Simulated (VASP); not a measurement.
Here is a VASP 6.6.1 calculation.

INCAR

```
SYSTEM = Os
ALGO = Fast
EDIFF = 1E-6
ENCUT = 520
GGA = PS
ISIF = 2
ISMEAR = 0
LASPH = .True.
LCHARG = .False.
LREAL = .False.
LWAVE = .False.
NBANDS = 15
NELM = 80
PREC = Accurate
SIGMA = 0.15
```

Contents of KPOINTS:

```
k-points
0
Gamma
  21 21 12
  0 0 0
```

The input POSCAR:

```
Os
1.0
    2.7340999755      0.0000000000      0.0000000000
   -1.3670499878      2.4033170358      0.0000000000
    0.0000000000      0.0000000000      4.3197000000
Os
2
Direct
    0.3333333333      0.6666666667      0.2500000000
    0.6666666667      0.3333333333      0.7500000000
```

Potentials or basis: VASP PAW PBE potentials, release 64 (Os).

The run is started by

```bash
$ cat potpaw_PBE.64/Os/POTCAR > POTCAR
$ mpirun -np 1 vasp_std > vasp.out
```

Problem. What does it give for the pressure?

Solution. -8.4 GPa.

Problem. Predict the band gap on the k mesh.

Solution. Zero (bands 8 and 9 overlap by 3.85 eV).

Forces in eV/Å, atoms in the order of the input:
```
Os   0.000  0.032  0.000
Os   0.000 -0.032  0.000
```

Caveat: the cell differs from its parent crystal (strain +0.0150 x Voigt [0, 1, 0, 0, 0, 0]); the cell stands under tension; the PAW data sets were made with another functional, which shifts forces and pressure a little; spin-orbit coupling is left out, which moves the levels of the heavy elements.
